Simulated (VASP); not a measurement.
SrVO3:

```xyz
5
Lattice="3.8409 0.0000 0.0000 0.0000 3.8409 0.0000 0.0000 0.0000 3.8409" Properties=species:S:1:pos:R:3 pbc="T T T"
Sr    1.9204    1.9204    1.9204
V     0.0000    0.0000    0.0000
O     0.0000    0.0000    1.9204
O     0.0000    1.9204    0.0000
O     1.9204    0.0000    0.0000
```

Base run:

| Item | Value |
| --- | --- |
| Program | VASP 6.6.1 |
| Functional | r2SCAN |
| Potentials or basis | VASP PAW PBE potentials, release 64 (Sr_sv, V_sv, O) |
| Cutoff | 520 eV |
| k mesh | 7 × 7 × 7 |
| Occupations | fermi-dirac, width 0.05 eV |
| Spin | collinear spin, ferromagnetic start |
| Starting moments | [0.0, 2.0, 0.0, 0.0, 0.0] μB |

Its results: pressure -1.2 GPa; net moment 0.00 μB per cell.

Task: The run is repeated on the same cell with these changes: functional from r2SCAN to PBE. What comes out?

Result: Pressure 3.2 GPa; net moment 0.00 μB per cell.

Caveats: the PAW data sets were made with another functional, which shifts forces and pressure a little (some runs).
